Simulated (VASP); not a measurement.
**Mg3Se: relaxation of cell and atoms with PBE**

Mg3Se:

```
Mg Se
1.0
     5.81650    0.00000    0.00000
     0.00000    5.81650    0.00000
     0.00000    0.00000    3.03589
Mg Se
3 1
Cartesian
  0.0000 2.9082 0.0000
  2.9082 0.0000 0.0000
  0.0000 0.0000 0.0000
  2.9082 2.9082 0.0000
```

| Quantity | Value |
| --- | --- |
| Program | VASP 6.6.1 |
| Task | relaxation of cell and atoms |
| Functional | PBE |
| Potentials or basis | VASP PAW PBE potentials, release 64 (Mg, Se) |
| Cutoff | 600 eV |
| k mesh | 8 × 8 × 16 |
| Occupations | gaussian, width 0.1 eV |
| Spin | no spin polarisation |
| Dipole correction | no |
| Further INCAR settings | ALGO = Normal; EDIFF = 1e-06; IBRION = 2; EDIFFG = -0.01; NSW = 100; ISIF = 3 |

| Item | Value |
| --- | --- |
| Relaxed volume | 25.25 Å³/atom |
| Relaxed cell | a = 5.858 Å, b = 5.858 Å, c = 2.943 Å, α = 90.00°, β = 90.00°, γ = 90.00° |
| Space group after relaxing (to 0.05 Å) | P4/mmm (No. 123) |
| Energy gained by relaxing | 7.7 meV/atom |
| Ionic steps | 5 |
| Pressure after relaxing | 0.0 GPa |
| Band gap on the k mesh | zero (band 6 reaches 3.14 eV, above the bottom of band 7 at 1.87 eV) |

The path:
```
step  energy change (eV)  largest force (eV/Å)  pressure (GPa)  volume (Å³)
   1              0.0000                0.0000           -0.37       102.71
   2             -0.0268                0.0000           -0.25       101.80
   3             -0.0308                0.0000           -0.14       101.34
   4             -0.0308                0.0000           -0.12       101.31
   5             -0.0310                0.0000           -0.02       100.99
```

Final structure:
```xyz
4
Lattice="5.8582 0.0000 0.0000 0.0000 5.8582 0.0000 0.0000 0.0000 2.9429" Properties=species:S:1:pos:R:3 pbc="T T T"
Mg    0.0000    2.9291    2.9429
Mg    2.9291    0.0000    2.9429
Mg    0.0000    0.0000    2.9429
Se    2.9291    2.9291    0.0000
```

Levels at points of the mesh, in eV from the Fermi level:
```
           k point  band 3  band 4  band 5  band 6  band 7  band 8  band 9  band 10
(0.00, 0.00, 0.00)   -4.01   -4.01   -2.25   -0.02   -0.02    0.94    2.42     2.94
(0.50, 0.00, 0.00)   -3.83   -3.36   -2.53   -0.99    0.50    2.42    2.42     5.20
(0.50, 0.50, 0.00)   -5.20   -4.29   -0.46   -0.46    1.64    2.43    3.35     3.61
(0.00, 0.00, 0.50)   -2.01   -2.01   -1.00   -0.79    1.48    2.46    2.89     2.89
(0.50, 0.00, 0.50)   -2.76   -1.94   -1.01    0.71    0.80    0.88    2.43     2.47
(0.50, 0.50, 0.50)   -2.51   -2.51   -0.21   -0.06    0.05    0.05    2.70     2.70
```

Run time: 2.9 min on 1 thread of Intel(R) Xeon(R) 6975P-C (Granite Rapids), on a shared host, peak memory 0.39 GiB.
